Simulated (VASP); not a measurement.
# Ir (P6_3/mmc) in VASP: a series of runs, part 2 of 2

VASP 6.6.1.

### Step 3. Single point, PBEsol

This run uses another cell than the first one: it holds 4 atoms, not 2.

Contents of INCAR:

```
PREC = Accurate ; ENCUT = 500
EDIFF = 1E-6 ; ISMEAR = 0
SIGMA = 0.1 ; LREAL = False
LASPH = True ; NELM = 120
ALGO = Normal ; ISIF = 2
LWAVE = False ; LCHARG = False
GGA = PS ; NBANDS = 26
GGA_COMPAT = False
```

Contents of KPOINTS:

```
regular mesh
0
Gamma
  6 6 2
```

Contents of POSCAR:

```
Ir
1.0
    4.2638166189      0.0000000000      0.0000000000
   -2.1319083095      3.6925735091      0.0000000000
    0.0000000000      0.0000000000      4.6976313865
Ir
4
Direct
    0.0000000000      0.0000000000      0.2500000000
    0.0000000000      0.0000000000      0.7500000000
    0.3333333333      0.6666666667      0.7500000000
    0.6666666667      0.3333333333      0.2500000000
```

Potentials or basis: VASP PAW PBE potentials, release 64 (Ir).

Started as:

```sh
$ cat potpaw_PBE.64/Ir/POTCAR > POTCAR
$ mpirun -np 1 vasp_std > vasp.out
```

OUTCAR:

```text
PREC = Accurate
   ENCUT = 500
   EDIFF = 1E-6
   ISMEAR = 0
   LREAL = False
   LASPH = True
   NELM = 120
   ISIF = 2
   GGA = PS

 ion  position               nearest neighbor table
   1  0.000  0.000  0.250-   2 2.35   2 2.35   4 2.46   4 2.46   4 2.46   3 3.40   3 3.40   3 3.40
                             3 3.40   3 3.40   3 3.40
   2  0.000  0.000  0.750-   1 2.35   1 2.35   3 2.46   3 2.46   3 2.46   4 3.40   4 3.40   4 3.40
                             4 3.40   4 3.40   4 3.40
   3  0.333  0.667  0.750-   2 2.46   2 2.46   2 2.46   4 3.40   4 3.40   1 3.40   1 3.40   4 3.40
                             4 3.40   1 3.40   1 3.40   1 3.40   1 3.40   4 3.40   4 3.40
   4  0.667  0.333  0.250-   1 2.46   1 2.46   1 2.46   3 3.40   3 3.40   2 3.40   2 3.40   3 3.40
                             3 3.40   2 3.40   2 3.40   2 3.40   2 3.40   3 3.40   3 3.40

  LATTYP: Found a hexagonal cell.
 ALAT       =     4.2638166189
 C/A-ratio  =     1.1017432986

  Lattice vectors:

 A1 = (   4.2638166189,   0.0000000000,   0.0000000000)
 A2 = (  -2.1319083095,   3.6925735091,   0.0000000000)
 A3 = (   0.0000000000,   0.0000000000,   4.6976313865)

Analysis of symmetry for initial positions (statically):
=====================================================================
 Subroutine PRICEL returns:
 Original cell was already a primitive cell.

 Routine SETGRP: Setting up the symmetry group for a
 hexagonal supercell.

 Subroutine GETGRP returns: Found 24 space group operations
 (whereof 12 operations were pure point group operations)
 out of a pool of 24 trial point group operations.

The static configuration has the point symmetry D_3d.
 The point group associated with its full space group is D_6h.

Analysis of symmetry for dynamics (positions and initial velocities):
=====================================================================
 Subroutine PRICEL returns:
 Original cell was already a primitive cell.

 Routine SETGRP: Setting up the symmetry group for a
 hexagonal supercell.

 Subroutine GETGRP returns: Found 24 space group operations
 (whereof 12 operations were pure point group operations)
 out of a pool of 24 trial point group operations.

The dynamic configuration has the point symmetry D_3d.
 The point group associated with its full space group is D_6h.

 Subroutine INISYM returns: Found 24 space group operations
 (whereof 12 operations are pure point group operations),
 and found     1 'primitive' translations

----------------------------------------------------------------------------------------

                                     Primitive cell

  volume of cell :      73.9617

  direct lattice vectors                    reciprocal lattice vectors
     4.263816619  0.000000000  0.000000000     0.234531662  0.135406918  0.000000000
    -2.131908309  3.692573509  0.000000000     0.000000000  0.270813837  0.000000000
     0.000000000  0.000000000  4.697631387     0.000000000  0.000000000  0.212873237

  length of vectors
     4.263816619  4.263816619  4.697631387     0.270813837  0.270813837  0.212873237

  position of ions in fractional coordinates (direct lattice)
     0.000000000  0.000000000  0.250000000
     0.000000000  0.000000000  0.750000000
     0.333333333  0.666666667  0.750000000
     0.666666667  0.333333333  0.250000000

  ion indices of the primitive-cell ions
   primitive index   ion index
[... 38 lines left out ...]
  0.333333  0.166667  0.000000     12.000000
  0.333333  0.333333  0.000000      2.000000
  0.000000  0.000000  0.500000      1.000000
  0.166667  0.000000  0.500000      6.000000
  0.333333  0.000000  0.500000      6.000000
  0.500000  0.000000  0.500000      3.000000
  0.166667  0.166667  0.500000      6.000000
  0.333333  0.166667  0.500000     12.000000
  0.333333  0.333333  0.500000      2.000000
   k-points           NKPTS =     14   k-points in BZ     NKDIM =     14   number of bands    NBANDS=     26
   number of dos      NEDOS =    301   number of ions     NIONS =      4
   total plane-waves  NPLWV =  36864
   dimension x,y,z NGX =    32 NGY =   32 NGZ =   36
   dimension x,y,z NGXF=    64 NGYF=   64 NGZF=   72
   ions per type =               4
   NGX,Y,Z   is equivalent  to a cutoff of  12.48, 12.48, 12.74 a.u.
   NGXF,Y,Z  is equivalent  to a cutoff of  24.95, 24.95, 25.48 a.u.
 SYSTEM =  unknown system
   PREC   = accura    normal or accurate (medium, high low for compatibility)
   ISTART =      0    job   : 0-new  1-cont  2-samecut
   ICHARG =      2    charge: 1-file 2-atom 10-const
   ISPIN  =      1    spin polarized calculation?
   LNONCOLLINEAR =      F non collinear calculations
   LSORBIT =      F    spin-orbit coupling
   LASPH  =      T    aspherical Exc in radial PAW
   ENCUT  =  500.0 eV  36.75 Ry    6.06 a.u.   7.77  7.77  8.56*2*pi/ulx,y,z
   NELM   =    120;   NELMIN=  2; NELMDL= -5     # of ELM steps
   EDIFF  = 0.1E-05   stopping-criterion for ELM
   LREAL  =      F    real-space projection
   EDIFFG = 0.1E-04   stopping-criterion for IOM
   NSW    =      0    number of steps for IOM
   IBRION =     -1    ionic relax: 0-MD 1-quasi-New 2-CG
   NFREE  =      0    steps in history (QN), initial steepest desc. (CG)
   ISIF   =      2    stress and relaxation
   ISYM   =      2    0-nonsym 1-usesym 2-fastsym
   POTIM  = 0.5000    time-step for ionic-motion
   TEBEG  =    0.0;   TEEND  =   0.0 temperature during run
   PSTRESS=    0.0 pullay stress
   NELECT =      36.0000    total number of electrons
   NUPDOWN=      -1.0000    fix difference up-down
   EMIN   =  10.00;   EMAX   =-10.00  energy-range for DOS
   EFERMI =   0.00;   METHOD = LEGACY
   ISMEAR =     0;   SIGMA  =   0.10  broadening in eV -4-tet -1-fermi 0-gaus
   EFERMI_NEDOS =   21; number of points for ismear=-14 and -15
   IALGO  =     38    algorithm
   IMIX   =      4    mixing-type and parameters
     AMIX     =   0.40;   BMIX     =  1.00
     AMIX_MAG =   1.60;   BMIX_MAG =  1.00
  volume/ion in A,a.u.               =      18.49       124.78
  Fermi-wavevector in a.u.,A,eV,Ry     =   1.287775  2.433543 22.563433  1.658366
  Thomas-Fermi vector in A             =   2.419769
   LORBIT       =      0    0 simple, 1 ext, 2 COOP (PROOUT), +10 PAW based schemes
   GGA     = PS    functional components
   LHFCALC =     F    Hartree Fock is set to
   AEXX    =    0.0000 exact exchange contribution
   IVDW    =     0    specifies the selected vdW correction
   LEPSILON=     F    determine dielectric tensor
   LRPA    =     F    only Hartree local field effects (RPA)
 non-spin polarized calculation
 Gauss-broadening in eV      SIGMA  =   0.10
  energy-cutoff  :      500.00
  volume of cell :       73.96
 maximum number of plane-waves:      1902
 NGX is ok and might be reduce to    32

 number of electron      36.0000000 magnetization

 Free energy of the ion-electron system (eV)
  ---------------------------------------------------
  ext. energy  EPLUGINS =         0.00000000
  ---------------------------------------------------
  free energy    TOTEN  =       -33.13538307 eV

  energy without entropy =      -33.08578992  energy(sigma->0) =      -33.11058649

 E-fermi :   6.3762     XC(G=0): -12.3069

 val. band max:        6.3686718835   @ k =   0.1667   0.1667   0.5000
 cond. band min:       6.3790818994   @ k =   0.1667   0.1667   0.0000
 fundamental gap:      0.0104100158
 Fermi energy:         6.3761700914

 k-point     1 :       0.0000    0.0000    0.0000
  band No.  band energies     occupation
      1      -2.5044      2.00000
      2      -0.4809      2.00000
      3       0.6143      2.00000
      4       0.6143      2.00000
      5       0.8886      2.00000
      6       2.5433      2.00000
[... 395 lines left out ...]
     25       8.4189      0.00000
     26       8.4189      0.00000

------------------------ aborting loop because EDIFF is reached ----------------------------------------

  FORCE on cell =-STRESS in cart. coord.  units (eV):
  Direction    XX          YY          ZZ          XY          YZ          ZX
  --------------------------------------------------------------------------------------
  -------------------------------------------------------------------------------------
  Total        0.2036742      0.2036742     -0.0235249     -0.0000000      0.0000000      0.0000000
  in kB        4.4120457      4.4120457     -0.5096017     -0.0000000      0.0000000      0.0000000
  external PRESSURE =       2.7714966 kB  Pullay stress =       0.0000000 kB

 VOLUME and BASIS-vectors are now :
 -----------------------------------------------------------------------------
  energy-cutoff  :      500.00
  volume of cell :       73.96
      direct lattice vectors                 reciprocal lattice vectors
     4.263816619  0.000000000  0.000000000     0.234531662  0.135406918  0.000000000
    -2.131908309  3.692573509  0.000000000     0.000000000  0.270813837  0.000000000
     0.000000000  0.000000000  4.697631387     0.000000000  0.000000000  0.212873237

 POSITION                                       TOTAL-FORCE (eV/Angst)
 -----------------------------------------------------------------------------------
      0.00000      0.00000      1.17441        -0.000000      0.000000     -0.000000
      0.00000      0.00000      3.52322         0.000000     -0.000000     -0.000000
     -0.00000      2.46172      3.52322         0.000000     -0.000000      0.000000
      2.13191      1.23086      1.17441        -0.000000      0.000000     -0.000000
 -----------------------------------------------------------------------------------
    total drift:                               -0.000000      0.000000     -0.000000

  FREE ENERGIE OF THE ION-ELECTRON SYSTEM (eV)
  ---------------------------------------------------
  free  energy   TOTEN  =       -33.1353830653 eV

  energy  without entropy=      -33.0857899184  energy(sigma->0) =      -33.11058649
```

stdout:

```text
POSCAR found type information on POSCAR Ir
 POSCAR found :  1 types and       4 ions
 scaLAPACK will be used
 -----------------------------------------------------------------------------
|                                                                             |
|                                                                             |
|     You enforced a specific xc type in the INCAR file but a different       |
|     I HOPE YOU KNOW WHAT YOU ARE DOING!                                     |
|                                                                             |
 -----------------------------------------------------------------------------

 LDA part: xc-table for (Slater+PW92), standard interpolation
 POSCAR, INCAR and KPOINTS ok, starting setup
 FFT: planning ... GRIDC
 FFT: planning ... GRID_SOFT
 FFT: planning ... GRID
 WAVECAR not read
 entering main loop
```

Wall time 15 s (1 thread of AMD EPYC 9R45 (Zen 5), shared host); peak memory 0.15 GiB.

Results:

| Property | Result |
| --- | --- |
| Free energy | -33.1354 eV |
| Pressure | 0.3 GPa |
| Band gap on the k mesh | zero (band 18 reaches 6.90 eV, above the bottom of band 19 at 5.94 eV) |

Stress tensor (GPa, compression positive):
```
 0.44  0.00  0.00
 0.00  0.44  0.00
 0.00  0.00 -0.05
```

Levels at points of the mesh, in eV from the Fermi level:
```
           k point  band 16  band 17  band 18  band 19  band 20  band 21
(0.00, 0.00, 0.00)    -1.32     0.03     0.03     0.29     0.68     0.71
(0.50, 0.00, 0.00)     0.20     0.50     0.53     0.59     1.21     1.52
(0.00, 0.00, 0.50)    -1.93    -0.85    -0.85    -0.44    -0.44    -0.44
(0.50, 0.00, 0.50)    -0.23    -0.19    -0.19     0.05     0.05     0.43
```

Caveat: the k points lie up to 0.67 Å⁻¹ apart; the PAW data sets were made with another functional, which shifts forces and pressure a little; spin-orbit coupling is left out, which moves the levels of the heavy elements.

### Step 4. Single point, PBEsol

This run uses another cell than the first one: it holds 4 atoms, not 2.

Contents of INCAR:

```
  ALGO = Normal
  EDIFF = 1E-6
  ENCUT = 500
  GGA = PS
  GGA_COMPAT = F
  ISIF = 2
  ISMEAR = 0
  LASPH = T
  LCHARG = F
  LREAL = F
  LWAVE = F
  NBANDS = 26
  NELM = 120
  PREC = Accurate
  SIGMA = 0.1
```

Contents of KPOINTS:

```
k-points
0
Gamma
  9 9 2
```

Contents of POSCAR:

```
Ir
1.0
    2.9685882496      0.0000000000      0.0000000000
   -1.4842941248      2.5708728376      0.0000000000
    0.0000000000      0.0000000000      8.0851793791
Ir
4
Direct
    0.0000000000      0.0000000000      0.2500000000
    0.0000000000      0.0000000000      0.7500000000
    0.3333333333      0.6666666667      0.7500000000
    0.6666666667      0.3333333333      0.2500000000
```

Started as:

```sh
$ cat potpaw_PBE.64/Ir/POTCAR > POTCAR
$ mpirun -np 1 vasp_std > vasp.out
```

Wall time 20 s (1 thread of AMD EPYC 9R45 (Zen 5), shared host); peak memory 0.16 GiB.

The run converged. Its results:

- Free energy: 32.4898 eV
- Pressure: 411.7 GPa
- Band gap on the k mesh: zero (band 18 reaches 12.55 eV, above the bottom of band 19 at 8.93 eV)

Stress tensor (GPa, compression positive):
```
618.31   0.00   0.00
  0.00 618.31   0.00
  0.00   0.00  -1.44
```

Levels at points of the mesh, in eV from the Fermi level:
```csv
k point,band 16,band 17,band 18,band 19,band 20,band 21
"(0.00, 0.00, 0.00)",-4.21,-4.19,-1.26,-1.26,-1.21,-1.21
"(0.00, 0.00, 0.50)",-4.21,-1.82,-1.82,-1.23,-1.23,-1.23
```

Caveat: the k points lie up to 0.39 Å⁻¹ apart; the PAW data sets were made with another functional, which shifts forces and pressure a little; spin-orbit coupling is left out, which moves the levels of the heavy elements.

### Step 5. Single point, PBEsol

This run uses another cell than the first one: it holds 4 atoms, not 2.

Contents of INCAR:

```
SYSTEM = Ir
PREC = Accurate
ENCUT = 500
EDIFF = 1E-6
ISMEAR = 0
SIGMA = 0.1
LREAL = .False.
LASPH = .True.
NELM = 120
ALGO = Normal
ISIF = 2
LWAVE = .False.
LCHARG = .False.
GGA = PS
NBANDS = 26
GGA_COMPAT = .False.
```

Contents of KPOINTS:

```
regular mesh
0
Gamma
  6 6 4
  0 0 0
```

Contents of POSCAR:

```
Ir
1.0
    4.2285370282      0.0000000000      0.0000000000
   -2.1142685141      3.6620204873      0.0000000000
    0.0000000000      0.0000000000      4.8007405458
Ir
4
Direct
    0.0000000000      0.0000000000      0.2500000000
    0.0000000000      0.0000000000      0.7500000000
    0.3333333333      0.6666666667      0.7500000000
    0.6666666667      0.3333333333      0.2500000000
```

Started as:

```sh
$ cat potpaw_PBE.64/Ir/POTCAR > POTCAR
$ mpirun -np 1 vasp_std > vasp.out
```

Wall time 21 s (1 thread of AMD EPYC 9R45 (Zen 5), shared host); peak memory 0.16 GiB.

It converged, with:

```
Free energy            : -32.7714 eV
Pressure               : 0.2 GPa
Band gap on the k mesh : zero (band 18 reaches 6.85 eV, above the bottom of band 19 at 5.85 eV)
```

Stress tensor (GPa, compression positive):
```
0.11 0.00 0.00
0.00 0.11 0.00
0.00 0.00 0.39
```

Levels at points of the mesh, in eV from the Fermi level:
| k point | band 14 | band 15 | band 16 | band 17 | band 18 | band 19 | band 20 | band 21 | band 22 | band 23 |
| --- | --- | --- | --- | --- | --- | --- | --- | --- | --- | --- |
| (0.00, 0.00, 0.00) | -2.26 | -2.26 | -1.42 | -0.05 | -0.05 | -0.04 | 0.43 | 0.43 | 0.58 | 6.10 |
| (0.50, 0.00, 0.00) | -0.87 | -0.84 | 0.16 | 0.25 | 0.47 | 0.53 | 1.03 | 1.61 | 1.79 | 2.19 |
| (0.00, 0.00, 0.50) | -2.08 | -2.08 | -2.08 | -0.94 | -0.94 | -0.53 | -0.53 | -0.53 | -0.53 | 7.87 |
| (0.50, 0.00, 0.50) | -1.81 | -0.33 | -0.33 | -0.17 | -0.17 | -0.03 | -0.03 | 0.45 | 0.45 | 2.41 |

Caveat: the PAW data sets were made with another functional, which shifts forces and pressure a little; spin-orbit coupling is left out, which moves the levels of the heavy elements.

### Step 6. The runs side by side

```tsv
potentials or basis	cell	k mesh	second run	gap on the mesh (eV)	pressure (GPa)
VASP PAW PBE potentials, release 64 (Ir_sv_GW)	a = 2.717, b = 2.717, c = 4.408 Å, angles 90.0, 90.0, 120.0°, 2 atoms	9 × 9 × 4	valence_matched	none	-3.0
VASP PAW PBE potentials, release 64 (Ir)	a = 4.264, b = 4.264, c = 4.698 Å, angles 90.0, 90.0, 120.0°, 4 atoms	6 × 6 × 2	-	none	0.3
VASP PAW PBE potentials, release 64 (Ir)	a = 2.969, b = 2.969, c = 8.085 Å, angles 90.0, 90.0, 120.0°, 4 atoms	9 × 9 × 2	-	none	411.7
VASP PAW PBE potentials, release 64 (Ir)	a = 4.229, b = 4.229, c = 4.801 Å, angles 90.0, 90.0, 120.0°, 4 atoms	6 × 6 × 4	-	none	0.2
```

Alike in all rows: task single point; level PBEsol; no spin polarisation; cutoff (eV) 500; smearing gaussian 0.1 eV.

Caveats: some runs use coarse meshes; the PAW data sets were made with another functional, which shifts forces and pressure a little; spin-orbit coupling is left out, which moves the levels of the heavy elements.

Absolute energies hang on the potentials; compare differences alone.
